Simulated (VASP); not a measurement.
# Os (P6_3/mmc) in VASP: a series of runs

Os is run at these levels: r2SCAN; tasks: single point, relaxation of shape and atoms at fixed volume.

Everything below comes from runs of VASP 6.6.1. Logs are shortened: lines on timing, memory, paths and dates and some standing lists are left out, and cuts for length are marked.

**1. The cell of the first run**

Symmetry: P6_3/mmc, No. 194, hexagonal system. The conventional cell has a = 2.738 Å, b = 2.738 Å, c = 4.320 Å, α = 90.00°, β = 90.00°, γ = 120.00°. Within 3.5 Å of Os (site symmetry -6m2) lie 12 Os at 2.68 to 2.74 Å.

**2. Single point, r2SCAN**

POSCAR

```
Os
1.0
    2.7380156933      0.0000000000      0.0000000000
   -1.3690078467      2.3711911464      0.0000000000
    0.0000000000      0.0000000000      4.3204352427
Os
2
Direct
    0.3333333333      0.6666666667      0.2500000000
    0.6666666667      0.3333333333      0.7500000000
```

INCAR.step1

```
PREC = Accurate
ENCUT = 520
ISMEAR = -1
SIGMA = 0.15
LREAL = False
LASPH = True
NELM = 100
NBANDS = 15
GGA = PE
ALGO = Normal
EDIFF = 1E-4
LWAVE = True
LCHARG = False
```

INCAR.step2

```
PREC = Accurate
ENCUT = 520
EDIFF = 1E-6
ISMEAR = -1
SIGMA = 0.15
LREAL = False
LASPH = True
NELM = 100
ALGO = Normal
ISIF = 2
LWAVE = False
LCHARG = False
METAGGA = R2SCAN
LMIXTAU = True
NBANDS = 15
ISTART = 1
```

KPOINTS

```
regular mesh
0
Gamma
  18 18 10
```

Potentials or basis: VASP PAW PBE potentials, release 64 (Os).

Started as:

```console
> cat potpaw_PBE.64/Os/POTCAR > POTCAR
> cp INCAR.step1 INCAR
> mpirun -np 1 vasp_std > vasp.out
> cp INCAR.step2 INCAR
> mpirun -np 1 vasp_std > vasp.out
```

OUTCAR:

```text
PREC = Accurate
   ENCUT = 520
   EDIFF = 1E-6
   ISMEAR = -1
   LREAL = False
   LASPH = True
   NELM = 100
   ISIF = 2
   METAGGA = R2SCAN
   ISTART = 1

 ion  position               nearest neighbor table
   1  0.333  0.667  0.250-   2 2.68   2 2.68   2 2.68   2 2.68   2 2.68   2 2.68
   2  0.667  0.333  0.750-   1 2.68   1 2.68   1 2.68   1 2.68   1 2.68   1 2.68

  LATTYP: Found a hexagonal cell.
 ALAT       =     2.7380156933
 C/A-ratio  =     1.5779439297

  Lattice vectors:

 A1 = (   2.7380156933,   0.0000000000,   0.0000000000)
 A2 = (  -1.3690078467,   2.3711911464,   0.0000000000)
 A3 = (   0.0000000000,   0.0000000000,   4.3204352427)

Analysis of symmetry for initial positions (statically):
=====================================================================
 Subroutine PRICEL returns:
 Original cell was already a primitive cell.

 Routine SETGRP: Setting up the symmetry group for a
 hexagonal supercell.

 Subroutine GETGRP returns: Found 24 space group operations
 (whereof 12 operations were pure point group operations)
 out of a pool of 24 trial point group operations.

The static configuration has the point symmetry D_3d.
 The point group associated with its full space group is D_6h.

Analysis of symmetry for dynamics (positions and initial velocities):
=====================================================================
 Subroutine PRICEL returns:
 Original cell was already a primitive cell.

 Routine SETGRP: Setting up the symmetry group for a
 hexagonal supercell.

 Subroutine GETGRP returns: Found 24 space group operations
 (whereof 12 operations were pure point group operations)
 out of a pool of 24 trial point group operations.

The dynamic configuration has the point symmetry D_3d.
 The point group associated with its full space group is D_6h.

 Subroutine INISYM returns: Found 24 space group operations
 (whereof 12 operations are pure point group operations),
 and found     1 'primitive' translations

----------------------------------------------------------------------------------------

                                     Primitive cell

  volume of cell :      28.0498

  direct lattice vectors                    reciprocal lattice vectors
     2.738015693  0.000000000  0.000000000     0.365228002  0.210864485  0.000000000
    -1.369007847  2.371191146  0.000000000     0.000000000  0.421728970  0.000000000
     0.000000000  0.000000000  4.320435243     0.000000000  0.000000000  0.231458162

[... 86 lines left out ...]
   NSW    =      0    number of steps for IOM
   IBRION =     -1    ionic relax: 0-MD 1-quasi-New 2-CG
   NFREE  =      0    steps in history (QN), initial steepest desc. (CG)
   ISIF   =      2    stress and relaxation
   ISYM   =      2    0-nonsym 1-usesym 2-fastsym
   POTIM  = 0.5000    time-step for ionic-motion
   TEBEG  =    0.0;   TEEND  =   0.0 temperature during run
   PSTRESS=    0.0 pullay stress
   NELECT =      16.0000    total number of electrons
   NUPDOWN=      -1.0000    fix difference up-down
   EMIN   =  10.00;   EMAX   =-10.00  energy-range for DOS
   EFERMI =   0.00;   METHOD = LEGACY
   ISMEAR =    -1;   SIGMA  =   0.15  broadening in eV -4-tet -1-fermi 0-gaus
   EFERMI_NEDOS =   21; number of points for ismear=-14 and -15
   IALGO  =     38    algorithm
   IMIX   =      4    mixing-type and parameters
     AMIX     =   0.40;   BMIX     =  1.00
     AMIX_MAG =   1.60;   BMIX_MAG =  1.00
  volume/ion in A,a.u.               =      14.02        94.64
  Fermi-wavevector in a.u.,A,eV,Ry     =   1.357703  2.565687 25.080406  1.843358
  Thomas-Fermi vector in A             =   2.484599
   LORBIT       =      0    0 simple, 1 ext, 2 COOP (PROOUT), +10 PAW based schemes
   METAGGA = R2SCAN    functional components
   LHFCALC =     F    Hartree Fock is set to
   AEXX    =    0.0000 exact exchange contribution
   IVDW    =     0    specifies the selected vdW correction
   LEPSILON=     F    determine dielectric tensor
   LRPA    =     F    only Hartree local field effects (RPA)
 non-spin polarized calculation
  energy-cutoff  :      520.00
  volume of cell :       28.05
 maximum number of plane-waves:       774
   NGX = 11   NGY = 11   NGZ = 17

 number of electron      15.9999999 magnetization

 Free energy of the ion-electron system (eV)
  ---------------------------------------------------
  ext. energy  EPLUGINS =         0.00000000
  ---------------------------------------------------
  free energy    TOTEN  =      -106.05040694 eV

  energy without entropy =     -105.96135067  energy(sigma->0) =     -106.00587881

 E-fermi :   9.2429     XC(G=0): -15.3735

 val. band max:        9.2374380116   @ k =   0.1667   0.1111   0.3000
 cond. band min:       9.2455352583   @ k =   0.0000   0.0000   0.0000
 fundamental gap:      0.0080972467
 Fermi energy:         9.2428971282

 k-point     1 :       0.0000    0.0000    0.0000
  band No.  band energies     occupation
      1      -2.1868      2.00000
      2       1.1128      2.00000
      3       6.0606      2.00000
      4       6.0606      2.00000
      5       6.3418      2.00000
      6       6.9280      2.00000
      7       6.9280      2.00000
      8       7.5772      1.99997
      9       7.5772      1.99997
     10       9.2455      0.99121
     11      10.9667      0.00002
     12      10.9667      0.00002
     13      18.7743      0.00000
     14      23.9987      0.00000
[... 401 lines left out ...]
      2       2.2407      2.00000
      3       2.6044      2.00000
      4       5.4537      2.00000
      5       5.5446      2.00000
      6       6.4756      2.00000
      7       7.2319      2.00000
      8      10.8661      0.00004
      9      11.3075      0.00000
     10      11.8032      0.00000
     11      13.2735      0.00000
     12      16.4662      0.00000
     13      19.1445      0.00000
     14      20.2673      0.00000
     15      21.9892      0.00000

 [... further k-points ...]
[... 5 lines left out ...]
  --------------------------------------------------------------------------------------
  -------------------------------------------------------------------------------------
  Total        0.1719273      0.1719273      0.1786216     -0.0000000     -0.0000000      0.0000000
  in kB        9.8203136      9.8203136     10.2026878     -0.0000000     -0.0000000      0.0000000
  external PRESSURE =       9.9477717 kB  Pullay stress =       0.0000000 kB

 VOLUME and BASIS-vectors are now :
 -----------------------------------------------------------------------------
  energy-cutoff  :      520.00
  volume of cell :       28.05
      direct lattice vectors                 reciprocal lattice vectors
     2.738015693  0.000000000  0.000000000     0.365228002  0.210864485  0.000000000
    -1.369007847  2.371191146  0.000000000     0.000000000  0.421728970  0.000000000
     0.000000000  0.000000000  4.320435243     0.000000000  0.000000000  0.231458162

 POSITION                                       TOTAL-FORCE (eV/Angst)
 -----------------------------------------------------------------------------------
     -0.00000      1.58079      1.08011        -0.000000      0.000000      0.000000
      1.36901      0.79040      3.24033         0.000000     -0.000000      0.000000
 -----------------------------------------------------------------------------------
    total drift:                               -0.000000      0.000000     -0.000000

  FREE ENERGIE OF THE ION-ELECTRON SYSTEM (eV)
  ---------------------------------------------------
  free  energy   TOTEN  =      -106.0504069424 eV

  energy  without entropy=     -105.9613506747  energy(sigma->0) =     -106.00587881
```

OSZICAR.step1:

```text
N       E                     dE             d eps       ncg     rms          rms(c)
DAV:   1     0.102078419887E+03    0.10208E+03   -0.74115E+03  6660   0.102E+03
DAV:   2    -0.191795521602E+02   -0.12126E+03   -0.10620E+03  6758   0.326E+02
DAV:   3    -0.239034668831E+02   -0.47239E+01   -0.45738E+01  9075   0.569E+01
DAV:   4    -0.239366870375E+02   -0.33220E-01   -0.33180E-01  7115   0.499E+00
DAV:   5    -0.239368632173E+02   -0.17618E-03   -0.17617E-03  9125   0.339E-01    0.232E+01
DAV:   6    -0.228621271756E+02    0.10747E+01   -0.87790E-01  8466   0.798E+00    0.106E+01
DAV:   7    -0.225404452370E+02    0.32168E+00   -0.62295E-01  8606   0.660E+00    0.531E-01
DAV:   8    -0.225351935160E+02    0.52517E-02   -0.62784E-03  6835   0.598E-01    0.355E-01
DAV:   9    -0.225323470673E+02    0.28464E-02   -0.17513E-03  8095   0.414E-01    0.460E-02
DAV:  10    -0.225323679242E+02   -0.20857E-04   -0.64599E-05  5584   0.740E-02
   1 F= -.22532368E+02 E0= -.22486072E+02  d E =-.925917E-01
```

Wall time 93 s (1 thread of Intel Xeon 6975P-C (Granite Rapids), shared host); peak memory 0.2 GiB.

What came out:

- Free energy: -106.0504 eV
- Pressure: 1.0 GPa
- Band gap on the k mesh: zero (band 8 reaches 11.32 eV, above the bottom of band 9 at 7.26 eV)

Levels at points of the mesh, in eV from the Fermi level:
| k point | band 5 | band 6 | band 7 | band 8 | band 9 | band 10 | band 11 | band 12 |
| --- | --- | --- | --- | --- | --- | --- | --- | --- |
| (0.00, 0.00, 0.00) | -2.90 | -2.31 | -2.31 | -1.67 | -1.67 | 0.00 | 1.72 | 1.72 |
| (0.50, 0.00, 0.00) | -3.07 | -2.71 | -1.96 | 2.07 | 2.65 | 2.78 | 4.55 | 5.93 |
| (0.00, 0.00, 0.50) | -3.39 | -3.39 | -3.39 | -3.39 | 0.90 | 0.90 | 0.90 | 0.90 |
| (0.50, 0.00, 0.50) | -1.29 | -1.29 | -0.20 | -0.20 | 2.42 | 2.42 | 3.40 | 3.40 |

Caveat: the PAW data sets were made with another functional, which shifts forces and pressure a little; spin-orbit coupling is left out, which moves the levels of the heavy elements.

**3. Relaxation of shape and atoms at fixed volume, r2SCAN (volume scaled by 1.03)**

POSCAR

```
Os
1.0
    2.7634025833      0.0000000000      0.0000000000
   -1.3817012916      2.3931768380      0.0000000000
    0.0000000000      0.0000000000      4.3652274958
Os
2
Direct
    0.3333333333      0.6666666667      0.2500000000
    0.6666666667      0.3333333333      0.7500000000
```

INCAR.step1

```
PREC = Accurate ; ENCUT = 600
ISMEAR = 0 ; SIGMA = 0.1
LREAL = F ; LASPH = T
NELM = 100 ; GGA = PE
ALGO = Normal ; EDIFF = 1E-4
LWAVE = T ; LCHARG = F
```

INCAR.step2

```
PREC = Accurate ; ENCUT = 600
EDIFF = 1E-6 ; ISMEAR = 0
SIGMA = 0.1 ; LREAL = F
LASPH = T ; NELM = 100
ALGO = Normal ; ISIF = 4
LWAVE = F ; LCHARG = F
METAGGA = R2SCAN ; LMIXTAU = T
IBRION = 2 ; NSW = 50
EDIFFG = -0.01 ; ISTART = 1
```

KPOINTS

```
Automatic mesh
0
Gamma
  18 18 10
```

Potentials or basis: VASP PAW PBE potentials, release 64 (Os).

Started as:

```console
> cat potpaw_PBE.64/Os/POTCAR > POTCAR
> cp INCAR.step1 INCAR
> mpirun -np 1 vasp_std > vasp.out
> cp INCAR.step2 INCAR
> mpirun -np 1 vasp_std > vasp.out
```

Wall time 3.3 min (1 thread of Intel Xeon 6975P-C (Granite Rapids), shared host); peak memory 0.23 GiB.

Results (log left out):

- Free energy: -105.9803 eV
- Energy gained by relaxing: 0.0 meV/atom
- Ionic steps: 3
- Pressure after relaxing: -11.0 GPa
- Band gap on the k mesh: zero (band 8 reaches 10.79 eV, above the bottom of band 9 at 6.91 eV)

Final structure:
```xyz
2
Lattice="2.7649 0.0000 0.0000 -1.3824 2.3945 0.0000 0.0000 0.0000 4.3605" Properties=species:S:1:pos:R:3 pbc="T T T"
Os    0.0000    1.5963    1.0901
Os    1.3825    0.7982    3.2704
```

Levels at points of the mesh, in eV from the Fermi level:
| k point | band 4 | band 5 | band 6 | band 7 | band 8 | band 9 | band 10 | band 11 | band 12 |
| --- | --- | --- | --- | --- | --- | --- | --- | --- | --- |
| (0.00, 0.00, 0.00) | -3.03 | -2.76 | -2.20 | -2.20 | -1.59 | -1.59 | 0.03 | 1.67 | 1.67 |
| (0.50, 0.00, 0.00) | -3.55 | -2.97 | -2.59 | -1.87 | 1.98 | 2.53 | 2.66 | 4.37 | 5.72 |
| (0.00, 0.00, 0.50) | -3.56 | -3.24 | -3.24 | -3.24 | -3.24 | 0.87 | 0.87 | 0.87 | 0.87 |
| (0.50, 0.00, 0.50) | -5.32 | -1.22 | -1.22 | -0.18 | -0.18 | 2.31 | 2.31 | 3.28 | 3.28 |

Caveat: the cell differs from its parent crystal (volume scaled by 1.03); the PAW data sets were made with another functional, which shifts forces and pressure a little; spin-orbit coupling is left out, which moves the levels of the heavy elements.

**4. Single point, r2SCAN**

This run uses another cell than the first one, of 13.98 Å³/atom, 0.997 times its volume.

POSCAR

```
Os
1.0
    2.7341000000      0.0000000000      0.0000000000
   -1.3670500000      2.3678000565      0.0000000000
    0.0000000000      0.0000000000      4.3197000000
Os
2
Direct
    0.3333333333      0.6666666667      0.2500000000
    0.6666666667      0.3333333333      0.7500000000
```

INCAR.step1

```
  PREC = Accurate
  ENCUT = 550
  ISMEAR = 0
  SIGMA = 0.1
  LREAL = F
  LASPH = T
  NELM = 120
  NBANDS = 23
  GGA = PE
  ALGO = Normal
  EDIFF = 1E-5
  LWAVE = T
  LCHARG = F
  GGA_COMPAT = F
```

INCAR.step2

```
  PREC = Accurate
  ENCUT = 550
  EDIFF = 1E-6
  ISMEAR = 0
  SIGMA = 0.1
  LREAL = F
  LASPH = T
  NELM = 120
  ALGO = Normal
  ISIF = 2
  LWAVE = F
  LCHARG = T
  METAGGA = R2SCAN
  LMIXTAU = T
  LELF = T
  LVHAR = T
  NBANDS = 23
  ISTART = 1
  GGA_COMPAT = F
```

KPOINTS

```
Automatic mesh
0
Gamma
  9 9 4
```

Potentials or basis: VASP PAW PBE potentials, release 64 (Os_sv_GW).

Started as:

```console
> cat potpaw_PBE.64/Os_sv_GW/POTCAR > POTCAR
> cp INCAR.step1 INCAR
> mpirun -np 1 vasp_std > vasp.out
> cp INCAR.step2 INCAR
> mpirun -np 1 vasp_std > vasp.out
```

Run time: 92 s. Hardware: 1 thread of AMD EPYC 9R14 (Zen 4), shared host; peak memory 0.15 GiB.

It converged, with:

- Free energy: -108.1967 eV
- Pressure: -1.0 GPa
- Band gap on the k mesh: zero (band 16 reaches 15.70 eV, above the bottom of band 17 at 11.70 eV)

Stress tensor (GPa, compression positive):
```
-0.70  0.00  0.00
 0.00 -0.70  0.00
 0.00  0.00 -1.65
```

Levels at points of the mesh, in eV from the Fermi level:
| k point | band 14 | band 15 | band 16 | band 17 | band 18 | band 19 |
| --- | --- | --- | --- | --- | --- | --- |
| (0.00, 0.00, 0.00) | -2.46 | -2.46 | -1.79 | -1.79 | -0.18 | 1.60 |
| (0.00, 0.00, 0.50) | -3.53 | -3.53 | -3.53 | 0.78 | 0.78 | 0.78 |

Caveat: the k points lie up to 0.36 Å⁻¹ apart; the PAW data sets were made with another functional, which shifts forces and pressure a little; spin-orbit coupling is left out, which moves the levels of the heavy elements.

**5. The runs side by side**

```tsv
task	potentials or basis	cell	k mesh	cutoff (eV)	smearing	second run	gap on the mesh (eV)	pressure (GPa)
single point	VASP PAW PBE potentials, release 64 (Os)	a = 2.738, b = 2.738, c = 4.320 Å, angles 90.0, 90.0, 120.0°, 2 atoms	18 × 18 × 10	520	fermi-dirac 0.15 eV	-	none	1.0
relaxation of shape and atoms at fixed volume	VASP PAW PBE potentials, release 64 (Os)	relaxed from a = 2.763, b = 2.763, c = 4.365 Å, angles 90.0, 90.0, 120.0°, 2 atoms	18 × 18 × 10	600	gaussian 0.1 eV	-	none	-11.0
single point	VASP PAW PBE potentials, release 64 (Os_sv_GW)	a = 2.734, b = 2.734, c = 4.320 Å, angles 90.0, 90.0, 120.0°, 2 atoms	9 × 9 × 4	550	gaussian 0.1 eV	valence_matched	none	-1.0
```

Alike in all rows: level r2SCAN; no spin polarisation.

Caveats: some runs use coarse meshes; the PAW data sets were made with another functional, which shifts forces and pressure a little; spin-orbit coupling is left out, which moves the levels of the heavy elements.

Total energies depend on the potentials used, so only differences within one code and one set of settings carry meaning.
